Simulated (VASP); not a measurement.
# ZnAu (Pm-3m) in VASP: single point with PBEsol

Aim: the single point of ZnAu with PBEsol.

Everything below comes from runs of VASP 6.6.1. Logs are shortened: lines on timing, memory, paths and dates and some standing lists are left out, and cuts for length are marked.

## Step 1: The cell of the first run

It takes space group Pm-3m (No. 221, cubic). The conventional cell has a = 3.128 Å, b = 3.128 Å, c = 3.128 Å, α = 90.00°, β = 90.00°, γ = 90.00°. Within 3.6 Å of Zn (site symmetry m-3m) lie 8 Au at 2.71 Å and 6 Zn at 3.13 Å. Au (site symmetry m-3m) has 8 Zn at 2.71 Å and 6 Au at 3.13 Å within 3.6 Å.

## Step 2: Single point, PBEsol

INCAR

```
ALGO = Fast ; EDIFF = 1E-6
ENCUT = 520 ; GGA = PS
ISIF = 2 ; ISMEAR = 0
LASPH = T ; LCHARG = F
LREAL = F ; LWAVE = F
NBANDS = 18 ; NELM = 60
PREC = Accurate ; SIGMA = 0.1
```

KPOINTS

```
k-points
0
Gamma
  14 14 14
```

POSCAR

```
ZnAu
1.0
    3.1281886271      0.0000000000      0.0000000000
    0.0000000000      3.1281886271      0.0000000000
    0.0000000000      0.0000000000      3.1281886271
Zn Au
1 1
Direct
    0.5000000000      0.5000000000      0.5000000000
    0.0000000000      0.0000000000      0.0000000000
```

Potentials or basis: VASP PAW PBE potentials, release 64 (Zn, Au).

On the command line:

```sh
$ cat potpaw_PBE.64/Zn/POTCAR potpaw_PBE.64/Au/POTCAR > POTCAR
$ mpirun -np 1 vasp_std > vasp.out
```

OUTCAR:

```text
EDIFF = 1E-6
   ENCUT = 520
   GGA = PS
   ISIF = 2
   ISMEAR = 0
   LASPH = T
   LREAL = F
   NELM = 60
   PREC = Accurate

 ion  position               nearest neighbor table
   1  0.500  0.500  0.500-   2 2.71   2 2.71   2 2.71   2 2.71   2 2.71   2 2.71   2 2.71   2 2.71

   2  0.000  0.000  0.000-   1 2.71   1 2.71   1 2.71   1 2.71   1 2.71   1 2.71   1 2.71   1 2.71

  LATTYP: Found a simple cubic cell.
 ALAT       =     3.1281886271

  Lattice vectors:

 A1 = (   3.1281886271,   0.0000000000,   0.0000000000)
 A2 = (   0.0000000000,   3.1281886271,   0.0000000000)
 A3 = (   0.0000000000,   0.0000000000,   3.1281886271)

Analysis of symmetry for initial positions (statically):
=====================================================================
 Subroutine PRICEL returns:
 Original cell was already a primitive cell.

 Routine SETGRP: Setting up the symmetry group for a
 simple cubic supercell.

 Subroutine GETGRP returns: Found 48 space group operations
 (whereof 48 operations were pure point group operations)
 out of a pool of 48 trial point group operations.

The static configuration has the point symmetry O_h .

Analysis of symmetry for dynamics (positions and initial velocities):
=====================================================================
 Subroutine PRICEL returns:
 Original cell was already a primitive cell.

 Routine SETGRP: Setting up the symmetry group for a
 simple cubic supercell.

 Subroutine GETGRP returns: Found 48 space group operations
 (whereof 48 operations were pure point group operations)
 out of a pool of 48 trial point group operations.

The dynamic configuration has the point symmetry O_h .

 Subroutine INISYM returns: Found 48 space group operations
 (whereof 48 operations are pure point group operations),
 and found     1 'primitive' translations

----------------------------------------------------------------------------------------

                                     Primitive cell

  volume of cell :      30.6111

  direct lattice vectors                    reciprocal lattice vectors
     3.128188627  0.000000000  0.000000000     0.319673817  0.000000000  0.000000000
     0.000000000  3.128188627  0.000000000     0.000000000  0.319673817  0.000000000
     0.000000000  0.000000000  3.128188627     0.000000000  0.000000000  0.319673817

  length of vectors
     3.128188627  3.128188627  3.128188627     0.319673817  0.319673817  0.319673817

[... 74 lines left out ...]
   ISPIN  =      1    spin polarized calculation?
   LNONCOLLINEAR =      F non collinear calculations
   LSORBIT =      F    spin-orbit coupling
   LASPH  =      T    aspherical Exc in radial PAW
   ENCUT  =  520.0 eV  38.22 Ry    6.18 a.u.   5.82  5.82  5.82*2*pi/ulx,y,z
   NELM   =     60;   NELMIN=  2; NELMDL= -5     # of ELM steps
   EDIFF  = 0.1E-05   stopping-criterion for ELM
   LREAL  =      F    real-space projection
   EDIFFG = 0.1E-04   stopping-criterion for IOM
   NSW    =      0    number of steps for IOM
   IBRION =     -1    ionic relax: 0-MD 1-quasi-New 2-CG
   NFREE  =      0    steps in history (QN), initial steepest desc. (CG)
   ISIF   =      2    stress and relaxation
   ISYM   =      2    0-nonsym 1-usesym 2-fastsym
   POTIM  = 0.5000    time-step for ionic-motion
   TEBEG  =    0.0;   TEEND  =   0.0 temperature during run
   PSTRESS=    0.0 pullay stress
   NELECT =      23.0000    total number of electrons
   NUPDOWN=      -1.0000    fix difference up-down
   EMIN   =  10.00;   EMAX   =-10.00  energy-range for DOS
   EFERMI =   0.00;   METHOD = LEGACY
   ISMEAR =     0;   SIGMA  =   0.10  broadening in eV -4-tet -1-fermi 0-gaus
   EFERMI_NEDOS =   21; number of points for ismear=-14 and -15
   IALGO  =     68    algorithm
   IMIX   =      4    mixing-type and parameters
     AMIX     =   0.40;   BMIX     =  1.00
     AMIX_MAG =   1.60;   BMIX_MAG =  1.00
  volume/ion in A,a.u.               =      15.31       103.29
  Fermi-wavevector in a.u.,A,eV,Ry     =   1.488302  2.812484 30.137503  2.215044
  Thomas-Fermi vector in A             =   2.601354
   LORBIT       =      0    0 simple, 1 ext, 2 COOP (PROOUT), +10 PAW based schemes
   GGA     = PS    functional components
   LHFCALC =     F    Hartree Fock is set to
   AEXX    =    0.0000 exact exchange contribution
   IVDW    =     0    specifies the selected vdW correction
   LEPSILON=     F    determine dielectric tensor
   LRPA    =     F    only Hartree local field effects (RPA)
 non-spin polarized calculation
 RMM-DIIS sequential band-by-band and
 Gauss-broadening in eV      SIGMA  =   0.10
  energy-cutoff  :      520.00
  volume of cell :       30.61
 maximum number of plane-waves:       844
 NGX is ok and might be reduce to    24
   NGX = 11   NGY = 11   NGZ = 11

 number of electron      22.9999974 magnetization

 Free energy of the ion-electron system (eV)
  ---------------------------------------------------
  ext. energy  EPLUGINS =         0.00000000
  ---------------------------------------------------
  free energy    TOTEN  =        -5.95023154 eV

  energy without entropy =       -5.94637351  energy(sigma->0) =       -5.94830252

 E-fermi :   7.1190     XC(G=0): -12.6382

 val. band max:        7.1047474043   @ k =   0.4286   0.4286   0.3571
 cond. band min:       7.1238719064   @ k =   0.5000   0.5000   0.2143
 fundamental gap:      0.0191245022
 Fermi energy:         7.1190073921

 k-point     1 :       0.0000    0.0000    0.0000
  band No.  band energies     occupation
      1      -3.6977      2.00000
      2      -1.0566      2.00000
      3      -1.0566      2.00000
      4      -0.3108      2.00000
      5      -0.3108      2.00000
      6      -0.3108      2.00000
[... 481 lines left out ...]
      5      -0.2906      2.00000
      6       0.0347      2.00000
[... 10 lines left out ...]
     17      21.5867      0.00000
     18      21.9639      0.00000

 [... further k-points ...]
[... 5 lines left out ...]
  --------------------------------------------------------------------------------------
  -------------------------------------------------------------------------------------
  Total        0.0394382      0.0394382      0.0394382     -0.0000000      0.0000000     -0.0000000
  in kB        2.0641868      2.0641868      2.0641868     -0.0000000      0.0000000     -0.0000000
  external PRESSURE =       2.0641868 kB  Pullay stress =       0.0000000 kB

 VOLUME and BASIS-vectors are now :
 -----------------------------------------------------------------------------
  energy-cutoff  :      520.00
  volume of cell :       30.61
      direct lattice vectors                 reciprocal lattice vectors
     3.128188627  0.000000000  0.000000000     0.319673817  0.000000000  0.000000000
     0.000000000  3.128188627  0.000000000     0.000000000  0.319673817  0.000000000
     0.000000000  0.000000000  3.128188627     0.000000000  0.000000000  0.319673817

 POSITION                                       TOTAL-FORCE (eV/Angst)
 -----------------------------------------------------------------------------------
      1.56409      1.56409      1.56409         0.000000      0.000000      0.000000
      0.00000      0.00000      0.00000         0.000000      0.000000      0.000000
 -----------------------------------------------------------------------------------
    total drift:                                0.000000      0.000000     -0.000000

  FREE ENERGIE OF THE ION-ELECTRON SYSTEM (eV)
  ---------------------------------------------------
  free  energy   TOTEN  =        -5.9502315374 eV

  energy  without entropy=       -5.9463735110  energy(sigma->0) =       -5.94830252
```

Run time: 31 s. Hardware: 1 thread of Intel Xeon Platinum 8259CL at 2.50GHz (Skylake/Cascade Lake), shared host; peak memory 0.19 GiB.

Results:

```
Free energy : -5.9502 eV
Pressure    : 0.2 GPa
```

Levels at points of the mesh, in eV from the Fermi level:
```
           k point  band 9  band 10  band 11  band 12  band 13  band 14  band 15  band 16
(0.00, 0.00, 0.00)   -3.74    -3.74    -3.74     5.00     5.00     5.00     9.07    12.27
(0.50, 0.00, 0.00)   -4.98    -4.98    -3.91    -2.36    10.46    11.24    11.24    11.35
(0.50, 0.50, 0.00)   -4.09    -3.14    -2.08    -2.08     0.90     2.62    10.48    12.74
(0.50, 0.50, 0.50)   -3.09    -3.09     1.44     3.67     3.76     3.76     3.76     5.99
```

Caveat: the PAW data sets were made with another functional, which shifts forces and pressure a little; spin-orbit coupling is left out, which moves the levels of the heavy elements.
